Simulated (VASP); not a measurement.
Here is a VASP 6.6.1 calculation.

Contents of POSCAR:

```
PbS
1.0
    0.0000000000      3.0038467816      3.0038467816
    3.0038467816      0.0000000000      3.0038467816
    3.0038467816      3.0038467816      0.0000000000
Pb S
1 1
Direct
    0.0000000000      0.0000000000      0.0000000000
    0.5000000000      0.5000000000      0.5000000000
```

File INCAR.step1:

```
SYSTEM = PbS
  PREC = Accurate
  ENCUT = 600
  ISMEAR = -1
  SIGMA = 0.02
  LREAL = .FALSE.
  LASPH = .TRUE.
  NELM = 60
  GGA = PE
  ALGO = Normal
  EDIFF = 1E-4
  LWAVE = .TRUE.
  LCHARG = .FALSE.
```

Contents of INCAR.step2:

```
SYSTEM = PbS
  PREC = Accurate
  ENCUT = 600
  EDIFF = 1E-7
  ISMEAR = -1
  SIGMA = 0.02
  LREAL = .FALSE.
  LASPH = .TRUE.
  NELM = 60
  ALGO = Normal
  ISIF = 3
  LWAVE = .FALSE.
  LCHARG = .FALSE.
  METAGGA = R2SCAN
  LMIXTAU = .TRUE.
  IBRION = 2
  NSW = 80
  EDIFFG = -0.005
  ISTART = 1
```

Contents of KPOINTS:

```
Automatic mesh
0
G
  6 6 6
  0 0 0
```

Potentials or basis: VASP PAW PBE potentials, release 64 (Pb_d, S).

The run is started by

```bash
$ cat potpaw_PBE.64/Pb_d/POTCAR potpaw_PBE.64/S/POTCAR > POTCAR
$ cp INCAR.step1 INCAR
$ mpirun -np 1 vasp_std > vasp.out
$ cp INCAR.step2 INCAR
$ mpirun -np 1 vasp_std > vasp.out
```

Problem. Estimate the band gap on the k mesh.

Solution. 0.70 eV, direct.

Problem. Estimate the relaxed volume.

Solution. 26.66 Å³/atom.

Problem. Predict the space group after relaxing (to 0.05 Å).

Solution. Fm-3m (No. 225).

Problem. Predict the relaxed cell.

Solution. a = 4.225 Å, b = 4.225 Å, c = 4.225 Å, α = 60.00°, β = 60.00°, γ = 60.00°.

Final structure:
```
CELL_PARAMETERS angstrom
0.00000 2.98747 2.98747
2.98747 0.00000 2.98747
2.98747 2.98747 0.00000
ATOMIC_POSITIONS crystal
Pb 0.00000 0.00000 0.00000
S 0.50000 0.50000 0.50000
```

Caveat: the PAW data sets were made with another functional, which shifts forces and pressure a little; spin-orbit coupling is left out, which moves the levels of the heavy elements. A k mesh can miss the band edges.
